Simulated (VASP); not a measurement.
Write the native input for VASP 6.6.1 that does the following.

```yaml
Task: single point
Functional: PBEsol
Potentials_or_basis: VASP PAW PBE potentials, release 64 (P)
Cutoff: 520 eV
k_mesh: 14 × 14 × 10
Occupations: gaussian, width 0.1 eV
Spin: no spin polarisation
Dipole_correction: no
Further_INCAR_settings: ALGO = Normal; EDIFF = 1e-07; NBANDS = 18
```

The structure of P lies in POSCAR:

```
P
1.0
    1.6551269110     -5.3015600512      0.0000000000
    1.6551269110      5.3015600512      0.0000000000
    0.0000000000      0.0000000000      4.3290170894
P
4
Direct
    0.8985663122      0.1014336878      0.0780171930
    0.6014336878      0.3985663122      0.5780171930
    0.1014336878      0.8985663122      0.9219828070
    0.3985663122      0.6014336878      0.4219828070
```

These files were run (other wordings do the same):

INCAR

```
PREC     = Accurate       # precision mode
ENCUT    = 520            # plane-wave cutoff, eV
EDIFF    = 1E-7           # SCF threshold, eV
ISMEAR   = 0              # smearing method
SIGMA    = 0.1            # smearing width, eV
LREAL    = False          # projectors in reciprocal space
LASPH    = True           # aspherical terms in the spheres
NELM     = 60             # most SCF steps
ALGO     = Normal         # electronic algorithm
ISIF     = 2              # what is computed and relaxed
LWAVE    = False          # write WAVECAR
LCHARG   = False          # write CHGCAR
GGA      = PS             # functional
NBANDS   = 18             # bands
```

KPOINTS

```
regular mesh
0
Gamma
  14 14 10
```

Potentials or basis: VASP PAW PBE potentials, release 64 (P).

The run is started by

```sh
$ cat potpaw_PBE.64/P/POTCAR > POTCAR
$ mpirun -np 1 vasp_std > vasp.out
```

Results of the run:

The pressure is -1.2 GPa, the largest force is 0.027 eV/Å and the band gap on the k mesh is zero (bands 10 and 11 overlap by 0.08 eV).

Caveat: the PAW data sets were made with another functional, which shifts forces and pressure a little.

Run time: 4.5 min on 1 thread of Intel(R) Xeon(R) 6975P-C (Granite Rapids) (shared host), peak memory 0.44 GiB.
